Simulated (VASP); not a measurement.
# TiAl (Cm) in VASP: a series of runs

Runs on TiAl. Level: PBE. Tasks: single point.

All numbers are computed with VASP 6.6.1; they aren't measurements. Logs are shortened: lines on timing, memory, paths and dates and some standing lists are left out, and cuts for length are marked.

## (1) The cell of the first run

Symmetry: Cm, No. 8, monoclinic system. The conventional cell has a = 19.234 Å, b = 3.186 Å, c = 3.186 Å, α = 90.00°, β = 96.34°, γ = 90.00°. Ti (site symmetry m) has 1 Al at 1.68 Å within 2.2 Å. Ti (site symmetry m) has 8 Al at 2.76 Å and 6 Ti at 3.19 Å within 3.6 Å. Within 3.8 Å of Ti (site symmetry m) lie 8 Al at 2.76 Å and 7 Ti at 3.19 to 3.72 Å. Within 2.2 Å of Al (site symmetry m) lie 1 Ti at 1.68 Å. Within 3.8 Å of Al (site symmetry m) lie 8 Ti at 2.76 Å and 7 Al at 3.19 to 3.72 Å. Within 3.6 Å of Al (site symmetry m) lie 8 Ti at 2.76 Å and 6 Al at 3.19 Å.

## (2) Single point, PBE (the part above a cut slid along it)

INCAR reads:

```
PREC = Accurate
ENCUT = 520
EDIFF = 1E-6
ISMEAR = 0
SIGMA = 0.15
LREAL = False
LASPH = True
NELM = 100
ALGO = Fast
ISIF = 2
LWAVE = False
LCHARG = False
GGA = PE
ISYM = 0
NBANDS = 32
```

KPOINTS reads:

```
Automatic mesh
0
Gamma
  14 14 5
```

POSCAR reads:

```
TiAl
1.0
    0.0000000000     -3.1860938973      0.0000000000
    0.0000000000      0.0000000000     -3.1860938973
    9.5582816920     -1.0620312991     -1.5930469486
Ti Al
3 3
Direct
    0.9722222222      0.9583333333      0.0833333333
    0.8611111111      0.7916666667      0.4166666667
    0.7500000000      0.6250000000      0.7500000000
    0.1944444444      0.0416666667      0.9166666667
    0.4166666667      0.3750000000      0.2500000000
    0.3055555556      0.2083333333      0.5833333333
```

Potentials or basis: VASP PAW PBE potentials, release 64 (Ti_sv, Al).

On the command line:

```
> cat potpaw_PBE.64/Ti_sv/POTCAR potpaw_PBE.64/Al/POTCAR > POTCAR
> mpirun -np 1 vasp_std > vasp.out
```

OUTCAR:

```text
PREC = Accurate
   ENCUT = 520
   EDIFF = 1E-6
   ISMEAR = 0
   LREAL = False
   LASPH = True
   NELM = 100
   ISIF = 2
   GGA = PE
   ISYM = 0

 ion  position               nearest neighbor table
   1  0.972  0.958  0.083-   4 1.68   5 2.76   5 2.76   5 2.76   5 2.76   4 3.10
   2  0.861  0.792  0.417-   6 2.76   6 2.76   6 2.76   6 2.76   5 2.76   5 2.76   5 2.76   5 2.76

   3  0.750  0.625  0.750-   6 2.76   4 2.76   6 2.76   4 2.76   4 2.76   6 2.76   4 2.76   6 2.76

   4  0.194  0.042  0.917-   1 1.68   3 2.76   3 2.76   3 2.76   3 2.76   1 3.10   6 3.19
   5  0.417  0.375  0.250-   1 2.76   2 2.76   1 2.76   2 2.76   2 2.76   1 2.76   2 2.76   1 2.76
                             6 3.19
   6  0.306  0.208  0.583-   2 2.76   2 2.76   2 2.76   2 2.76   3 2.76   3 2.76   3 2.76   3 2.76
                             5 3.19   4 3.19

IMPORTANT INFORMATION: All symmetrisations will be switched off!
NOSYMM: (Re-)initialisation of all symmetry stuff for point group C_1.

----------------------------------------------------------------------------------------

                                     Primitive cell

  volume of cell :      97.0280

  direct lattice vectors                    reciprocal lattice vectors
     0.000000000 -3.186093897  0.000000000    -0.034873772 -0.313863945  0.000000000
     0.000000000  0.000000000 -3.186093897    -0.052310658  0.000000000 -0.313863945
     9.558281692 -1.062031299 -1.593046949     0.104621315  0.000000000  0.000000000

  length of vectors
     3.186093897  3.186093897  9.748151515     0.315795434  0.318193307  0.104621315

  position of ions in fractional coordinates (direct lattice)
     0.972222222  0.958333333  0.083333333
     0.861111111  0.791666667  0.416666667
     0.750000000  0.625000000  0.750000000
     0.194444444  0.041666667  0.916666667
     0.416666667  0.375000000  0.250000000
     0.305555556  0.208333333  0.583333333

  ion indices of the primitive-cell ions
   primitive index   ion index
                 1           1
                 2           2
                 3           3
                 4           4
                 5           5
                 6           6

----------------------------------------------------------------------------------------

 KPOINTS: Automatic mesh

Automatic generation of k-mesh.
 Grid dimensions read from file:
 generate k-points for:   14   14    5

 Generating k-lattice:

[... 85 lines left out ...]
   EDIFFG = 0.1E-04   stopping-criterion for IOM
   NSW    =      0    number of steps for IOM
   IBRION =     -1    ionic relax: 0-MD 1-quasi-New 2-CG
   NFREE  =      0    steps in history (QN), initial steepest desc. (CG)
   ISIF   =      2    stress and relaxation
   ISYM   =      0    0-nonsym 1-usesym 2-fastsym
   POTIM  = 0.5000    time-step for ionic-motion
   TEBEG  =    0.0;   TEEND  =   0.0 temperature during run
   PSTRESS=    0.0 pullay stress
   NELECT =      45.0000    total number of electrons
   NUPDOWN=      -1.0000    fix difference up-down
   EMIN   =  10.00;   EMAX   =-10.00  energy-range for DOS
   EFERMI =   0.00;   METHOD = LEGACY
   ISMEAR =     0;   SIGMA  =   0.15  broadening in eV -4-tet -1-fermi 0-gaus
   EFERMI_NEDOS =   21; number of points for ismear=-14 and -15
   IALGO  =     68    algorithm
   IMIX   =      4    mixing-type and parameters
     AMIX     =   0.40;   BMIX     =  1.00
     AMIX_MAG =   1.60;   BMIX_MAG =  1.00
  volume/ion in A,a.u.               =      16.17       109.13
  Fermi-wavevector in a.u.,A,eV,Ry     =   1.267204  2.394669 21.848331  1.605807
  Thomas-Fermi vector in A             =   2.400365
   LORBIT       =      0    0 simple, 1 ext, 2 COOP (PROOUT), +10 PAW based schemes
   GGA     = PE    functional components
   LHFCALC =     F    Hartree Fock is set to
   AEXX    =    0.0000 exact exchange contribution
   IVDW    =     0    specifies the selected vdW correction
   LEPSILON=     F    determine dielectric tensor
   LRPA    =     F    only Hartree local field effects (RPA)
 non-spin polarized calculation
 RMM-DIIS sequential band-by-band and
 Gauss-broadening in eV      SIGMA  =   0.15
  energy-cutoff  :      520.00
  volume of cell :       97.03
 maximum number of plane-waves:      2648
   NGX = 11   NGY = 11   NGZ = 37

 number of electron      44.9999994 magnetization

 Free energy of the ion-electron system (eV)
  ---------------------------------------------------
  ext. energy  EPLUGINS =         0.00000000
  ---------------------------------------------------
  free energy    TOTEN  =       -28.64610276 eV

  energy without entropy =      -28.57024900  energy(sigma->0) =      -28.60817588

 E-fermi :   8.4568     XC(G=0): -10.9917

 val. band max:        8.4560740670   @ k =  -0.2857  -0.3571   0.2000
 cond. band min:       8.4575695097   @ k =   0.2857  -0.3571   0.4000
 fundamental gap:      0.0014954427
 Fermi energy:         8.4567908555

 k-point     1 :       0.0000    0.0000    0.0000
  band No.  band energies     occupation
      1     -48.5326      2.00000
      2     -48.3958      2.00000
      3     -48.0701      2.00000
      4     -24.9272      2.00000
      5     -24.8815      2.00000
      6     -24.7117      2.00000
[... 829 lines left out ...]
     31      10.7516      0.00000
     32      11.5673      0.00000

 [... further k-points ...]

------------------------ aborting loop because EDIFF is reached ----------------------------------------

  FORCE on cell =-STRESS in cart. coord.  units (eV):
  Direction    XX          YY          ZZ          XY          YZ          ZX
  --------------------------------------------------------------------------------------
  -------------------------------------------------------------------------------------
  Total       29.4892757      0.8967737     -2.1641211     12.5742700      0.0000168      0.0002575
  in kB      486.9425444     14.8080033    -35.7351140    207.6330079      0.0002768      0.0042520
  external PRESSURE =     155.3384779 kB  Pullay stress =       0.0000000 kB

 VOLUME and BASIS-vectors are now :
 -----------------------------------------------------------------------------
  energy-cutoff  :      520.00
  volume of cell :       97.03
      direct lattice vectors                 reciprocal lattice vectors
     0.000000000 -3.186093897  0.000000000    -0.034873772 -0.313863945  0.000000000
     0.000000000  0.000000000 -3.186093897    -0.052310658  0.000000000 -0.313863945
     9.558281692 -1.062031299 -1.593046949     0.104621315  0.000000000  0.000000000

 POSITION                                       TOTAL-FORCE (eV/Angst)
 -----------------------------------------------------------------------------------
      0.79652     -3.18609     -3.18609        18.589376      7.447451     -0.000006
      3.98262     -3.18609     -3.18609        -0.128917      0.070533     -0.000006
      7.16871     -3.18609     -3.18609         0.789119     -0.241624      0.000015
      8.76176     -1.59305     -1.59305       -19.136827     -7.130135      0.000013
      2.38957     -1.59305     -1.59305        -0.100135     -0.122231      0.000024
      5.57566     -1.59305     -1.59305        -0.012615     -0.023992     -0.000039
 -----------------------------------------------------------------------------------
    total drift:                               -0.001401     -0.000652      0.000001

  FREE ENERGIE OF THE ION-ELECTRON SYSTEM (eV)
  ---------------------------------------------------
  free  energy   TOTEN  =       -28.6461027571 eV

  energy  without entropy=      -28.5702489988  energy(sigma->0) =      -28.60817588
```

OSZICAR:

```text
N       E                     dE             d eps       ncg     rms          rms(c)
DAV:   1     0.505853632325E+03    0.50585E+03   -0.21036E+04 31488   0.152E+03
DAV:   2     0.253102338153E+02   -0.48054E+03   -0.46759E+03 31600   0.474E+02
DAV:   3    -0.273954127400E+02   -0.52706E+02   -0.50973E+02 52416   0.135E+02
[... 30 lines left out ...]
RMM:  34    -0.286460979455E+02   -0.21934E-05   -0.26112E-05 43799   0.199E-02    0.126E-03
RMM:  35    -0.286460996353E+02   -0.16898E-05   -0.19457E-05 40796   0.159E-02    0.781E-04
RMM:  36    -0.286461009586E+02   -0.13233E-05   -0.15148E-05 38382   0.133E-02    0.827E-04
RMM:  37    -0.286461019660E+02   -0.10074E-05   -0.11796E-05 36114   0.115E-02    0.853E-04
RMM:  38    -0.286461027571E+02   -0.79112E-06   -0.93865E-06 33871   0.103E-02
   1 F= -.28646103E+02 E0= -.28608176E+02  d E =-.758538E-01
```

Wall time 1.7 h (1 thread of Oxide Virtual Turin-like, shared host); peak memory 1.1 GiB.

What came out:

```
Free energy            : -28.6461 eV
Pressure               : 15.5 GPa
Largest force          : 20.422 eV/Å
Band gap on the k mesh : zero (an odd number of electrons rules out a gap without spin polarisation)
```

Forces in eV/Å, atoms in the order of the input:
```
Ti   18.589   7.447   0.000
Ti   -0.129   0.071   0.000
Ti    0.789  -0.242   0.000
Al  -19.137  -7.130   0.000
Al   -0.100  -0.122   0.000
Al   -0.013  -0.024   0.000
```

Stress tensor (GPa, compression positive):
```
48.69 20.76  0.00
20.76  1.48  0.00
 0.00  0.00 -3.57
```

Caveat: the cell differs from its parent crystal (the part above a cut slid along it); atoms lie so close that the PAW spheres overlap strongly, which falsifies energies and pressures; the stress differs along the axes, from -4 to 49 GPa; forces of over 1 eV/Å act on the atoms, so gaps and moduli don't describe the material at rest.

(Part 1 of 2 ends here.)
